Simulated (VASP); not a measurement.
A run of VASP 6.6.1 is set up as follows.

The input INCAR:

```
SYSTEM = CsLi
ALGO = Normal
EDIFF = 1E-6
EDIFFG = -0.005
ENCUT = 600
GGA = PE
IBRION = 2
ISIF = 3
ISMEAR = 0
IVDW = 12
LASPH = .True.
LCHARG = .False.
LREAL = .False.
LWAVE = .False.
NELM = 100
NSW = 100
PREC = Accurate
SIGMA = 0.1
```

KPOINTS

```
k-points
0
Gamma
  12 12 8
  0 0 0
```

Contents of POSCAR:

```
CsLi
1.0
    4.4635461557      0.0000000000      0.0000000000
   -2.2317730778      3.8655443618      0.0000000000
    0.0000000000      0.0000000000      6.3574236147
Cs Li
1 1
Direct
    0.3333333333      0.6666666667      0.5000000000
    0.0000000000      0.0000000000      0.0000000000
```

Potentials or basis: VASP PAW PBE potentials, release 64 (Cs_sv, Li_sv).

Launch:

```console
$ cat potpaw_PBE.64/Cs_sv/POTCAR potpaw_PBE.64/Li_sv/POTCAR > POTCAR
$ mpirun -np 1 vasp_std > vasp.out
```

What does it give for the dispersion energy per atom?

-0.118 eV.

What does it give for the band gap on the k mesh?

Zero (band 6 reaches 1.67 eV, above the bottom of band 7 at -0.21 eV).

Estimate the relaxed volume.

54.86 Å³/atom.

Final structure:
```
Cs Li
1.0
     4.46455    0.00000    0.00000
    -2.23227    3.86641    0.00000
     0.00000    0.00000    6.35586
Cs Li
1 1
Direct
  0.33333 0.66667 0.50000
  0.00000 0.00000 0.00000
```

Caveat: the cutoff is under 1.25 times the usual one of these potentials, so pressure, stress and relaxed cells hold a basis-set (Pulay) error; spin-orbit coupling is left out, which moves the levels of the heavy elements; pairwise dispersion overbinds metals, which lowers pressure and volume.
